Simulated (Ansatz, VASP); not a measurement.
One calculation of Sb, two programs

File INCAR:

```
SYSTEM = Sb
  PREC = Accurate
  ENCUT = 520
  EDIFF = 1E-7
  ISMEAR = -1
  SIGMA = 0.08
  LREAL = .FALSE.
  LASPH = .TRUE.
  NELM = 80
  ALGO = Normal
  ISIF = 2
  LWAVE = .FALSE.
  LCHARG = .TRUE.
  LDIPOL = .TRUE.
  IDIPOL = 3
  DIPOL = 0.5 0.5 0.500
  GGA = PE
  LELF = .TRUE.
  LVHAR = .TRUE.
  LVACPOTAV = .TRUE.
  NBANDS = 20
```

KPOINTS

```
regular mesh
0
G
  10 7 1
  0 0 0
```

POSCAR

```
Sb
1.0
    3.3884663838      0.0000000000      0.0000000000
    0.0000000000      4.7920151155      0.0000000000
    0.0000000000      0.0000000000     22.7769000000
Sb
5
Direct
    0.0000000000      0.0000000000      0.3512323284
    0.5000000000      0.5000000000      0.4256161640
    0.0000000000      0.0000000000      0.5000000000
    0.5000000000      0.5000000000      0.5743838360
    0.0000000000      0.0000000000      0.6487676716
```

Input for Ansatz:

```yaml
crystal:
  lattice:
    - [3.3884663838, 0.0, 0.0]
    - [0.0, 4.7920151155, 0.0]
    - [0.0, 0.0, 22.7769]
  atoms:
    - { symbol: Sb, position: [0.0, 0.0, 0.3512323284] }
    - { symbol: Sb, position: [0.5, 0.5, 0.425616164] }
    - { symbol: Sb, position: [0.0, 0.0, 0.5] }
    - { symbol: Sb, position: [0.5, 0.5, 0.574383836] }
    - { symbol: Sb, position: [0.0, 0.0, 0.6487676716] }
kpoints:
  mp_grid: { grid: [10, 7, 1] }
scf:
  occupations: { method: fermi_dirac, width: 0.08 }
hamiltonian:
  xc: pbe
  pseudopotentials: { kind: all_electron, lapw: { basis_error: 0.001 } }
output:
  forces: true
  stress: true
  eigenvalues: true
  populations: true
  dos: { projected: true, de: 0.2, e_range: [-14, 8] }
efield:
  axis: 3
  amplitude: 0
  dipole_correction: true
```

Alike in both runs: task single point; functional PBE; k mesh 10 × 7 × 1; occupations fermi-dirac, width 0.08 eV; no spin polarisation.

|  | VASP | Ansatz |
| --- | --- | --- |
| version | VASP 6.6.1 | Ansatz 0.2.0 |
| potentials or method | VASP PAW PBE potentials, release 64 (Sb), cutoff 520 eV | all-electron LAPW, scalar-relativistic |

```tsv
	VASP	Ansatz	Ansatz less VASP
rms of the force components (eV/Å)	0.349	0.348	-0.0002
```

Atom by atom the forces differ by 0.004 eV/Å (rms over components). Ansatz ran all-electron here, and VASP with PAW potentials.

Neither program's run includes spin-orbit coupling.
